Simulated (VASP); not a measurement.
Input of a VASP 6.6.1 run:

File INCAR:

```
SYSTEM = Nd2Y2Cl
ALGO = Normal
EDIFF = 1E-6
ENCUT = 500
GGA = PE
GGA_COMPAT = .FALSE.
ISIF = 2
ISMEAR = 0
LASPH = .TRUE.
LCHARG = .TRUE.
LELF = .TRUE.
LMAXMIX = 6
LREAL = .FALSE.
LVHAR = .TRUE.
LWAVE = .FALSE.
NBANDS = 34
NELM = 200
PREC = Accurate
SIGMA = 0.2
```

File KPOINTS:

```
k-points
0
G
  4 4 3
  0 0 0
```

Contents of POSCAR:

```
Nd2Y2Cl
1.0
    5.7472302875      0.0000000000      0.0000000000
   -2.8736151437      4.9772474303      0.0000000000
    0.0000000000      0.0000000000      6.4252876039
Nd Y Cl
2 2 1
Direct
    0.3333333333      0.6666666667      0.5000000000
    0.6666666667      0.3333333333      0.5000000000
    0.3333333333      0.6666666667      0.0000000000
    0.6666666667      0.3333333333      0.0000000000
    0.0000000000      0.0000000000      0.5000000000
```

Potentials or basis: VASP PAW PBE potentials, release 64 (Nd_3, Y_sv, Cl), 4f in core.

Command:

```bash
$ cat potpaw_PBE.64/Nd_3/POTCAR potpaw_PBE.64/Y_sv/POTCAR potpaw_PBE.64/Cl/POTCAR > POTCAR
$ mpirun -np 1 vasp_std > vasp.out
```

Estimate the band gap on the k mesh.

zero (an odd number of electrons rules out a gap without spin polarisation).

Predict the pressure.

0.3 GPa.

Stress tensor (GPa, compression positive):
```
0.18 0.00 0.00
0.00 0.18 0.00
0.00 0.00 0.45
```

Caveat: spin-orbit coupling is left out, which moves the levels of the heavy elements; the 4f electrons are frozen in the core, so they carry no moment and show no levels; an odd number of electrons without spin polarisation forces a metal; a magnetic or distorted state may lie lower; the run has no spin polarisation, though such a crystal can be magnetic. Spin polarisation is off, so any magnetic state and its effect on volume and gap are missing.
